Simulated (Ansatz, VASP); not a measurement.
## InO2: VASP beside Ansatz

```
CELL_PARAMETERS angstrom
4.02273 0.00000 0.00000
0.00000 4.02273 0.00000
0.00000 0.00000 5.84675
ATOMIC_POSITIONS crystal
In 0.50000 0.50000 0.00000
In 0.00000 0.00000 0.50000
O 0.75000 0.25000 0.25000
O 0.25000 0.75000 0.25000
O 0.25000 0.25000 0.75000
O 0.75000 0.75000 0.75000
```

Alike in both runs: functional PBE; k mesh 10 × 10 × 6; occupations gaussian, width 0.1 eV; no spin polarisation.

Ansatz relaxed the structure, and its values are those at the end. VASP's run is a single point on that final structure, the one shown.

|  | VASP | Ansatz |
| --- | --- | --- |
| version | VASP 6.6.1 | Ansatz 0.2.0 |
| potentials or method | VASP PAW PBE potentials, release 64 (In_d, O), cutoff 520 eV | scalar-relativistic, plane waves, PAW |
| valence electrons in the cell | 50 | 50 |

|  | VASP | Ansatz | Ansatz less VASP |
| --- | --- | --- | --- |
| gap on the k mesh at the Fermi level (eV) | none | none | - |
| pressure (GPa) | 0.3 | 0.0 | -0.33 |

A gap of «none» marks a metal or a gap that the smearing closes.
